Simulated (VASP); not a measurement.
The system is Li5Pb3.

```
Li Pb
1.0
    -3.66750    3.66750    3.66750
     3.66750   -3.66750    3.66750
     3.66750    3.66750   -3.66750
Li Pb
5 3
Direct
  0.00000 0.00000 0.00000
  0.00000 0.00000 0.50000
  0.00000 0.50000 0.00000
  0.00000 0.50000 0.50000
  0.50000 0.00000 0.00000
  0.50000 0.00000 0.50000
  0.50000 0.50000 0.00000
  0.50000 0.50000 0.50000
```

| Quantity | Value |
| --- | --- |
| Program | VASP 6.6.1 |
| Task | relaxation of cell and atoms |
| Functional | LDA |
| Potentials or basis | VASP PAW LDA potentials, release 64 (Li_sv, Pb_d) |
| Cutoff | 750 eV |
| k mesh | 4 × 4 × 4 |
| Occupations | methfessel-paxton, width 0.05 eV |
| Spin | no spin polarisation |

At the start: pressure -4.0 GPa; volume 24.66 Å³/atom.

Question: Where does the relaxation end?

Answer: Over 9 steps the energy falls by 83.2 meV/atom and the volume is 20.42 Å³/atom (-17.2 %); space group Fmmm (No. 69, to 0.1 Å) before and after.

Step by step:
| step | energy change (eV) | largest force (eV/Å) | pressure (GPa) | volume (Å³) |
| --- | --- | --- | --- | --- |
| 1 | 0.0000 | 0.0000 | -3.96 | 197.32 |
| 2 | -0.3941 | 0.0000 | -2.27 | 180.40 |
| 3 | -0.5532 | 0.0000 | -0.10 | 166.60 |
| 4 | -0.5624 | 0.0000 | 0.70 | 162.60 |
| 5 | -0.6241 | 0.0000 | 0.39 | 162.47 |
| 6 | -0.6491 | 0.0000 | 0.12 | 162.14 |
| 7 | -0.6493 | 0.0000 | 0.13 | 162.17 |
| 8 | -0.6607 | 0.0000 | 0.01 | 162.71 |
| 9 | -0.6655 | 0.0000 | -0.12 | 163.33 |

Final structure:
```yaml
crystal:
  lattice:
    - [-3.75025, 3.21697, 3.21697]
    - [3.75025, -3.38445, 3.38445]
    - [3.75025, 3.38445, -3.38445]
  atoms:
    - { symbol: Li, position: [0.00000, 0.00000, 0.00000] }
    - { symbol: Li, position: [0.00000, 0.00000, 0.50000] }
    - { symbol: Li, position: [0.00000, 0.50000, 0.00000] }
    - { symbol: Li, position: [0.00000, 0.50000, 0.50000] }
    - { symbol: Li, position: [0.50000, 0.00000, 0.00000] }
    - { symbol: Pb, position: [0.50000, 0.00000, 0.50000] }
    - { symbol: Pb, position: [0.50000, 0.50000, 0.00000] }
    - { symbol: Pb, position: [0.50000, 0.50000, 0.50000] }
```

Caveat: the volume moved by over 15 % at a fixed basis, so the end points are rough.
